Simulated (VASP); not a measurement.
Wanted: the native input for a VASP 6.6.1 run.

| Quantity | Value |
| --- | --- |
| Task | single point |
| Functional | r2SCAN |
| Potentials or basis | VASP PAW PBE potentials, release 64 (Ge_d) |
| Cutoff | 520 eV |
| k mesh | 14 × 14 × 14 |
| Occupations | fermi-dirac, width 0.05 eV |
| Spin | no spin polarisation |
| Dipole correction | no |
| Further INCAR settings | ALGO = Normal; EDIFF = 1e-06; NBANDS = 21 |

The system is Ge.

```xyz
2
Lattice="0.0000 2.8360 2.8360 2.8360 0.0000 2.8360 2.8360 2.8360 0.0000" Properties=species:S:1:pos:R:3 pbc="T T T"
Ge    2.8360    2.8360    2.8360
Ge    4.2540    4.2540    4.2540
```

One way to write it, as run:

POSCAR

```
Ge
1.0
    0.0000000000      2.8360149687      2.8360149687
    2.8360149687      0.0000000000      2.8360149687
    2.8360149687      2.8360149687      0.0000000000
Ge
2
Direct
    0.5000000000      0.5000000000      0.5000000000
    0.7500000000      0.7500000000      0.7500000000
```

INCAR.step1

```
ALGO     = Normal         # electronic algorithm
EDIFF    = 1E-4           # SCF threshold, eV
ENCUT    = 520            # plane-wave cutoff, eV
GGA      = PE             # functional
ISMEAR   = -1             # smearing method
LASPH    = True           # aspherical terms in the spheres
LCHARG   = False          # write CHGCAR
LREAL    = False          # projectors in reciprocal space
LWAVE    = True           # write WAVECAR
NBANDS   = 21             # bands
NELM     = 100            # most SCF steps
PREC     = Accurate       # precision mode
SIGMA    = 0.05           # smearing width, eV
```

INCAR.step2

```
ALGO     = Normal         # electronic algorithm
EDIFF    = 1E-6           # SCF threshold, eV
ENCUT    = 520            # plane-wave cutoff, eV
ISIF     = 2              # what is computed and relaxed
ISMEAR   = -1             # smearing method
ISTART   = 1            
LASPH    = True           # aspherical terms in the spheres
LCHARG   = False          # write CHGCAR
LMIXTAU  = True         
LREAL    = False          # projectors in reciprocal space
LWAVE    = False          # write WAVECAR
METAGGA  = R2SCAN         # meta-GGA
NBANDS   = 21             # bands
NELM     = 100            # most SCF steps
PREC     = Accurate       # precision mode
SIGMA    = 0.05           # smearing width, eV
```

KPOINTS

```
k-points
0
Gamma
  14 14 14
```

Potentials or basis: VASP PAW PBE potentials, release 64 (Ge_d).

Command:

```console
$ cat potpaw_PBE.64/Ge_d/POTCAR > POTCAR
$ cp INCAR.step1 INCAR
$ mpirun -np 1 vasp_std > vasp.out
$ cp INCAR.step2 INCAR
$ mpirun -np 1 vasp_std > vasp.out
```

Results of the run:

| Item | Value |
| --- | --- |
| Pressure | 0.2 GPa |
| Band gap on the k mesh | 0.33 eV, direct |

Caveat: the PAW data sets were made with another functional, which shifts forces and pressure a little.

Wall time 4.7 min on 1 thread of Intel(R) Xeon(R) Platinum 8375C CPU @ 2.90GHz (Ice Lake) (shared host), peak memory 0.22 GiB.
